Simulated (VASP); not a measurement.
Crystal: Cd2S.

```
Cd S
1.0
     4.01482    0.00000    0.00000
    -2.00741    3.47693    0.00000
     0.00000    0.00000    5.88564
Cd S
2 1
Cartesian
  0.0000 2.3180 5.4896
  2.0074 1.1590 3.4062
  0.0000 2.3180 2.1524
```

Base run:

```yaml
Program: VASP 6.6.1
Functional: PBE
Potentials_or_basis: VASP PAW PBE potentials, release 64 (Cd, S)
Cutoff: 520 eV
k_mesh: 8 × 8 × 5
Occupations: fermi-dirac, width 0.05 eV
Spin: no spin polarisation
```

Its results: band gap on the k mesh 0.27 eV, indirect (least direct gap 0.57 eV); pressure -1.4 GPa; largest force 0.192 eV/Å.

**Question.** After a change of settings the same cell gave: band gap on the k mesh 0.27 eV, indirect (least direct gap 0.57 eV); pressure -5.8 GPa; largest force 0.284 eV/Å. Which change was it?
A. functional from PBE to r2SCAN
B. functional from PBE to PBEsol
C. functional from PBE to LDA; potentials or basis from VASP PAW PBE potentials, release 64 (Cd, S) to VASP PAW LDA potentials, release 64 (Cd, S)

**Answer.** C.
